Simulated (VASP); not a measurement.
# GaN (I-4m2) in VASP: further runs, part 2 of 2

VASP 6.6.1. The steps go on from the part before.

## (3) Single point, r2SCAN (strain +0.0500 x Voigt [0, 0, 1, 0, 0, 0])

The input, POSCAR:

```
GaN
1.0
    0.0000000000      2.2535006075      2.3661756379
    2.2535006075      0.0000000000      2.3661756379
    2.2535006075      2.2535006075      0.0000000000
Ga N
1 1
Direct
    0.0000000000      0.0000000000      0.0000000000
    0.7500000000      0.7500000000      0.7500000000
```

The input, INCAR.step1:

```
SYSTEM = GaN
PREC = Accurate
ENCUT = 520
ISMEAR = 0
SIGMA = 0.05
LREAL = .False.
LASPH = .True.
NELM = 60
NBANDS = 16
GGA = PE
ALGO = Normal
EDIFF = 1E-4
LWAVE = .True.
LCHARG = .False.
```

The input, INCAR.step2:

```
SYSTEM = GaN
PREC = Accurate
ENCUT = 520
EDIFF = 1E-6
ISMEAR = 0
SIGMA = 0.05
LREAL = .False.
LASPH = .True.
NELM = 60
ALGO = Normal
ISIF = 2
LWAVE = .False.
LCHARG = .False.
METAGGA = R2SCAN
LMIXTAU = .True.
NBANDS = 16
ISTART = 1
```

The input, KPOINTS:

```
regular mesh
0
Gamma
  10 10 10
  0 0 0
```

Potentials or basis: VASP PAW PBE potentials, release 64 (Ga_d, N).

On the command line:

```console
$ cat potpaw_PBE.64/Ga_d/POTCAR potpaw_PBE.64/N/POTCAR > POTCAR
$ cp INCAR.step1 INCAR
$ mpirun -np 1 vasp_std > vasp.out
$ cp INCAR.step2 INCAR
$ mpirun -np 1 vasp_std > vasp.out
```

Wall time 2.8 min (1 thread of Intel Xeon 8259CL, shared host); peak memory 0.17 GiB.

It converged, with:

```yaml
Free_energy: -21.8484 eV
Pressure: -8.9 GPa
Band_gap_on_the_k_mesh: 1.70 eV
```

Stress tensor (GPa, compression positive):
```
 -6.45   0.00   0.00
  0.00  -6.45   0.00
  0.00   0.00 -13.70
```

Levels at points of the mesh, in eV from the valence-band top:
| k point | band 5 | band 6 | band 7 | band 8 | band 9 | band 10 | band 11 | band 12 | band 13 | band 14 |
| --- | --- | --- | --- | --- | --- | --- | --- | --- | --- | --- |
| (0.00, 0.00, 0.00) | -13.59 | -13.59 | -0.24 | 0.00 | 0.00 | 1.70 | 10.57 | 10.57 | 10.72 | 17.79 |
| (0.50, 0.00, 0.00) | -13.54 | -12.47 | -6.91 | -1.20 | -0.83 | 4.67 | 9.10 | 10.39 | 11.02 | 15.94 |
| (0.50, 0.50, 0.00) | -13.54 | -12.24 | -6.44 | -2.44 | -2.44 | 3.89 | 7.35 | 11.71 | 14.48 | 14.48 |
| (0.50, 0.00, 0.50) | -13.52 | -12.00 | -5.92 | -2.81 | -2.80 | 3.57 | 6.60 | 12.33 | 13.66 | 14.80 |

Caveat: the cell differs from its parent crystal (strain +0.0500 x Voigt [0, 0, 1, 0, 0, 0]); the cell stands under tension; the PAW data sets were made with another functional, which shifts forces and pressure a little.

## (4) Single point, r2SCAN (strain +0.0750 x Voigt [0, 0, 1, 0, 0, 0])

The input, POSCAR:

```
GaN
1.0
    0.0000000000      2.2535006075      2.4225131531
    2.2535006075      0.0000000000      2.4225131531
    2.2535006075      2.2535006075      0.0000000000
Ga N
1 1
Direct
    0.0000000000      0.0000000000      0.0000000000
    0.7500000000      0.7500000000      0.7500000000
```

The input, INCAR.step1:

```
ALGO = Normal
EDIFF = 1E-4
ENCUT = 520
GGA = PE
ISMEAR = 0
LASPH = T
LCHARG = F
LREAL = F
LWAVE = T
NBANDS = 16
NELM = 100
PREC = Accurate
SIGMA = 0.05
```

The input, INCAR.step2:

```
ALGO = Normal
EDIFF = 1E-6
ENCUT = 520
ISIF = 2
ISMEAR = 0
ISTART = 1
LASPH = T
LCHARG = F
LMIXTAU = T
LREAL = F
LWAVE = F
METAGGA = R2SCAN
NBANDS = 16
NELM = 100
PREC = Accurate
SIGMA = 0.05
```

The input, KPOINTS:

```
k-points
0
Gamma
  10 10 10
```

Potentials or basis: VASP PAW PBE potentials, release 64 (Ga_d, N).

On the command line:

```console
$ cat potpaw_PBE.64/Ga_d/POTCAR potpaw_PBE.64/N/POTCAR > POTCAR
$ cp INCAR.step1 INCAR
$ mpirun -np 1 vasp_std > vasp.out
$ cp INCAR.step2 INCAR
$ mpirun -np 1 vasp_std > vasp.out
```

OUTCAR:

```text
EDIFF = 1E-6
   ENCUT = 520
   ISIF = 2
   ISMEAR = 0
   ISTART = 1
   LASPH = T
   LREAL = F
   METAGGA = R2SCAN
   NELM = 100
   PREC = Accurate

 ion  position               nearest neighbor table
   1  0.000  0.000  0.000-   2 2.00   2 2.00   2 2.00   2 2.00
   2  0.750  0.750  0.750-   1 2.00   1 2.00   1 2.00   1 2.00

  LATTYP: Found a body centered tetragonal cell.
 ALAT       =     3.1869311219
 C/A-ratio  =     1.5202795796

  Lattice vectors:

[... 641 lines left out ...]

 [... further k-points ...]

------------------------ aborting loop because EDIFF is reached ----------------------------------------

  FORCE on cell =-STRESS in cart. coord.  units (eV):
  Direction    XX          YY          ZZ          XY          YZ          ZX
  --------------------------------------------------------------------------------------
  -------------------------------------------------------------------------------------
  Total       -1.3459943     -1.3459943     -3.0657307      0.0000000      0.0000000      0.0000000
  in kB      -87.6480568    -87.6480568   -199.6333462      0.0000000      0.0000000      0.0000000
  external PRESSURE =    -124.9764866 kB  Pullay stress =       0.0000000 kB

 VOLUME and BASIS-vectors are now :
 -----------------------------------------------------------------------------
  energy-cutoff  :      520.00
  volume of cell :       24.60
      direct lattice vectors                 reciprocal lattice vectors
     0.000000000  2.253500607  2.422513153    -0.221877020  0.221877020  0.206397228
     2.253500607  0.000000000  2.422513153     0.221877020 -0.221877020  0.206397228
     2.253500607  2.253500607  0.000000000     0.221877020  0.221877020 -0.206397228

 POSITION                                       TOTAL-FORCE (eV/Angst)
 -----------------------------------------------------------------------------------
      0.00000      0.00000      0.00000         0.000000      0.000000      0.000000
      3.38025      3.38025      3.63377        -0.000000     -0.000000     -0.000000
 -----------------------------------------------------------------------------------
    total drift:                               -0.000101     -0.000101      0.000110

  FREE ENERGIE OF THE ION-ELECTRON SYSTEM (eV)
  ---------------------------------------------------
  free  energy   TOTEN  =       -21.7889506271 eV

  energy  without entropy=      -21.7889506271  energy(sigma->0) =      -21.78895063
```

Wall time 3.5 min (1 thread of Intel Xeon 8259CL, shared host); peak memory 0.19 GiB.

Results:

```
Free energy            : -21.7890 eV
Pressure               : -12.5 GPa
Band gap on the k mesh : 1.49 eV
```

Levels at points of the mesh, in eV from the valence-band top:
```tsv
k point	band 6	band 7	band 8	band 9	band 10	band 11	band 12	band 13
(0.00, 0.00, 0.00)	-13.66	-0.37	0.00	0.00	1.49	10.36	10.36	10.58
(0.50, 0.00, 0.00)	-12.53	-6.80	-1.31	-0.75	4.40	8.93	10.16	11.01
(0.50, 0.50, 0.00)	-12.36	-6.54	-2.29	-2.29	3.94	7.36	11.34	14.24
(0.50, 0.00, 0.50)	-12.03	-5.78	-2.81	-2.80	3.49	6.30	12.19	13.06
```

Caveat: the cell differs from its parent crystal (strain +0.0750 x Voigt [0, 0, 1, 0, 0, 0]); the cell stands under tension; the PAW data sets were made with another functional, which shifts forces and pressure a little.

## (5) The runs side by side

| cell | gap on the mesh (eV) | pressure (GPa) |
| --- | --- | --- |
| a = 3.147, b = 3.147, c = 3.187 Å, angles 59.6, 59.6, 60.8°, 2 atoms | 2.21 | 5.1 |
| a = 3.268, b = 3.268, c = 3.187 Å, angles 60.8, 60.8, 58.4°, 2 atoms | 1.70 | -8.9 |
| a = 3.309, b = 3.309, c = 3.187 Å, angles 61.2, 61.2, 57.6°, 2 atoms | 1.49 | -12.5 |

Alike in all rows: task single point; level r2SCAN; potentials or basis VASP PAW PBE potentials, release 64 (Ga_d, N); no spin polarisation; k mesh 10 × 10 × 10; cutoff (eV) 520; smearing gaussian 0.05 eV.

Caveats: the PAW data sets were made with another functional, which shifts forces and pressure a little; the cell stands under tension (at least some runs); the cell stands under pressure (at least some runs).

Total energies depend on the potentials used, so only differences within one code and one set of settings carry meaning.
